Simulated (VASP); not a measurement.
K2TaO3:

```
K Ta O
1.0
     5.80720    0.00000    0.00000
    -2.90360    5.02918    0.00000
     0.00000    0.00000    3.85533
K Ta O
2 1 3
Cartesian
  2.9036 1.6764 0.0000
  0.0000 3.3528 0.0000
  0.0000 0.0000 0.0000
  -1.4518 2.5146 1.9277
  1.4518 2.5146 1.9277
  2.9036 0.0000 1.9277
```

The cell was generated, and may not be a known phase.

| Quantity | Value |
| --- | --- |
| Program | VASP 6.6.1 |
| Task | relaxation of cell and atoms |
| Functional | PBE |
| Potentials or basis | VASP PAW PBE potentials, release 64 (K_sv, Ta_pv, O) |
| Cutoff | 600 eV |
| k mesh | 6 × 6 × 10 |
| Occupations | gaussian, width 0.1 eV |
| Spin | collinear spin, ferrimagnetic start |
| Starting moments | [0.0, 0.0, 2.83, -1.0, -1.0, -1.0] μB |

At the start: pressure -0.7 GPa; volume 18.77 Å³/atom.

Q: How do energy, volume and symmetry change on relaxing?

A: Over 10 steps the energy falls by 42.6 meV/atom and the volume is 19.33 Å³/atom (+3.0 %); space group P6/mmm (No. 191, to 0.1 Å) before and after; moment 4.06 μB per cell.

Step by step:
```
step  energy change (eV)  largest force (eV/Å)  pressure (GPa)  volume (Å³)
   1              0.0000                0.0000           -0.73       112.60
   2             -0.1273                0.0000            0.25       111.14
   3             -0.1898                0.0000            1.36       109.56
   4             -0.1226                0.0000            4.21       105.99
   5             -0.1982                0.0000            2.34       108.38
   6             -0.2482                0.0000            0.82       113.16
   7             -0.2555                0.0000           -0.04       116.45
   8             -0.2557                0.0000            0.05       116.08
   9             -0.2557                0.0000            0.09       115.92
  10             -0.2558                0.0000            0.05       115.99
```

Final structure:
```xyz
6
Lattice="6.1918 0.0000 0.0000 -3.0959 5.3623 0.0000 0.0000 0.0000 3.4934" Properties=species:S:1:pos:R:3 pbc="T T T"
K     3.0959    1.7874    3.4934
K     0.0000    3.5749    0.0000
Ta    0.0000    0.0000    0.0000
O    -1.5480    2.6811    1.7467
O     1.5480    2.6811    1.7467
O     3.0959    0.0000    1.7467
```

Caveat: the highest band is partly filled, so the run has too few bands.
